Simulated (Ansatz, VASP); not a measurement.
One calculation of CdS, two programs

POSCAR

```
CdS
1.0
    4.1245340209      0.0000000000      0.0000000000
   -2.0622670104      3.5719512409      0.0000000000
    0.0000000000      0.0000000000      6.7092066446
Cd S
2 2
Direct
    0.3333333333      0.6666666667     -0.0460803400
    0.6666666667      0.3333333333      0.4539196600
    0.3333333333      0.6666666667      0.4230803400
    0.6666666667      0.3333333333      0.9230803400
```

Contents of INCAR.step1:

```
ALGO = Normal
EDIFF = 1E-4
ENCUT = 520
GGA = PE
ISMEAR = 0
LASPH = True
LCHARG = False
LREAL = False
LWAVE = True
NBANDS = 26
NELM = 80
PREC = Accurate
SIGMA = 0.01
```

Contents of INCAR.step2:

```
ALGO = Normal
EDIFF = 1E-6
ENCUT = 520
ISIF = 2
ISMEAR = 0
ISTART = 1
LASPH = True
LCHARG = False
LMIXTAU = True
LREAL = False
LWAVE = False
METAGGA = R2SCAN
NBANDS = 26
NELM = 80
PREC = Accurate
SIGMA = 0.01
```

Contents of KPOINTS:

```
k-points
0
Gamma
  9 9 4
```

Input for Ansatz:

```yaml
crystal:
  lattice:
    - [4.1245340209, 0.0, 0.0]
    - [-2.0622670104, 3.5719512409, 0.0]
    - [0.0, 0.0, 6.7092066446]
  atoms:
    - { symbol: Cd, position: [0.3333333333, 0.6666666667, -0.04608034] }
    - { symbol: Cd, position: [0.6666666667, 0.3333333333, 0.45391966] }
    - { symbol: S, position: [0.3333333333, 0.6666666667, 0.42308034] }
    - { symbol: S, position: [0.6666666667, 0.3333333333, 0.92308034] }
basis:
  ecutwfc: 500
  xc_grid: 2
kpoints:
  mp_grid: { grid: [9, 9, 4] }
hamiltonian:
  xc: r2scan
  pseudopotentials: { kind: paw, azcp: { folder: soft_1 } }
scf:
  occupations: { method: fixed }
output:
  forces: true
  stress: true
  eigenvalues: true
  polarization: {}
```

Change from the starting cell: polar distortion scaled by 0.25.

Alike in both runs: task single point; functional r2SCAN; k mesh 9 × 9 × 4; no spin polarisation.

```csv
,VASP,Ansatz
version,VASP 6.6.1,Ansatz 0.2.0
potentials or method,"VASP PAW PBE potentials, release 64 (Cd, S), cutoff 520 eV","scalar-relativistic, plane waves, PAW"
occupations,"gaussian, width 0.01 eV",fixed
valence electrons in the cell,36,52
```

|  | VASP | Ansatz | Ansatz less VASP |
| --- | --- | --- | --- |
| gap on the k mesh at the Fermi level (eV) | 1.92 | 1.92 | -0.006 |
| least direct gap on the mesh (eV) | 1.92 | 1.92 | -0.006 |
| pressure (GPa) | 5.9 | 5.5 | -0.40 |
| traceless stress, the component that is largest in VASP (GPa) | -8.04 | -7.74 | +0.297 |
| rms of the force components (eV/Å) | 0.259 | 0.253 | -0.0064 |

VASP's potentials were made for PBE, not for r2SCAN. Atom by atom the forces differ by 0.006 eV/Å (rms over components). VASP's potentials hold 36 valence electrons a cell and Ansatz's 52, so a difference there can come from the potentials and not from the codes.
